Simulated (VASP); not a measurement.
A run of VASP 6.6.1 is set up as follows.

INCAR

```
  ALGO = Normal
  EDIFF = 1E-6
  ENCUT = 520
  GGA = PE
  ISIF = 2
  ISMEAR = 0
  IVDW = 12
  LASPH = True
  LCHARG = True
  LELF = True
  LREAL = False
  LVHAR = True
  LWAVE = False
  NBANDS = 17
  NELM = 100
  PREC = Accurate
  SIGMA = 0.03
```

File KPOINTS:

```
k-points
0
Gamma
  10 10 10
```

The input POSCAR:

```
PbSe
1.0
    0.0000000000      3.1056268045      3.2068702383
    3.1056268045      0.0000000000      3.2068702383
    3.1056268045      3.1056268045      0.0000000000
Pb Se
1 1
Direct
    0.0000000000      0.0000000000      0.0000000000
    0.5000000000      0.5000000000      0.5000000000
```

Potentials or basis: VASP PAW PBE potentials, release 64 (Pb_d, Se).

The run is started by

```console
$ cat potpaw_PBE.64/Pb_d/POTCAR potpaw_PBE.64/Se/POTCAR > POTCAR
$ mpirun -np 1 vasp_std > vasp.out
```

Task: What does it give for the band gap on the k mesh?

Result: 0.49 eV.

Task: Predict the pressure.

Result: -2.7 GPa.

Task: Predict the dispersion energy per atom.

Result: -0.342 eV.

Stress tensor (GPa, compression positive):
```
-1.77  0.00  0.00
 0.00 -1.77  0.00
 0.00  0.00 -4.47
```

Caveat: spin-orbit coupling is left out, which moves the levels of the heavy elements. A k mesh can miss the band edges.
